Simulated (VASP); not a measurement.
Write the native input for VASP 6.6.1 that does the following.

- Task: single point
- Functional: PBE
- Potentials or basis: VASP PAW PBE potentials, release 64 (Mg, B)
- Cutoff: 520 eV
- k mesh: 8 × 8 × 4
- Occupations: gaussian, width 0.1 eV
- Spin: no spin polarisation
- Dipole correction: no
- Further INCAR settings: ALGO = Normal; EDIFF = 1e-06; NBANDS = 17

The structure of MgB2 lies in POSCAR:

```
MgB2
1.0
   -0.0516770073      3.0200776482      0.5916080097
   -0.6329074297     -0.6758298414      3.3920363735
    5.2459257858     -0.0989532168      0.9591901045
Mg B
2 4
Direct
    0.5833097753     -0.0000365341      0.4999905809
    0.0833484235      0.0000418855      0.0000029238
    0.5833016297      0.5000051646      0.1684938215
    1.0832458914      0.5000100136      0.6684864030
    0.0833715035      0.4999925592      0.3315094920
    0.5834227768      0.4999869111      0.8315167789
```

These files were run (other wordings do the same):

INCAR

```
SYSTEM = MgB2
ALGO = Normal
EDIFF = 1E-6
ENCUT = 520
GGA = PE
ISIF = 2
ISMEAR = 0
LASPH = .True.
LCHARG = .False.
LREAL = .False.
LWAVE = .False.
NBANDS = 17
NELM = 100
PREC = Accurate
SIGMA = 0.1
```

KPOINTS

```
k-points
0
Gamma
  8 8 4
  0 0 0
```

Potentials or basis: VASP PAW PBE potentials, release 64 (Mg, B).

The run is started by

```sh
$ cat potpaw_PBE.64/Mg/POTCAR potpaw_PBE.64/B/POTCAR > POTCAR
$ mpirun -np 1 vasp_std > vasp.out
```

It gave:

```
Pressure               : -0.3 GPa
Largest force          : 0.005 eV/Å
Band gap on the k mesh : zero (band 8 reaches 6.75 eV, above the bottom of band 9 at 3.67 eV)
```

It took 76 s on 1 thread of Intel(R) Xeon(R) Platinum 8259CL CPU @ 2.50GHz (Skylake/Cascade Lake), on a shared host, peak memory 0.25 GiB.
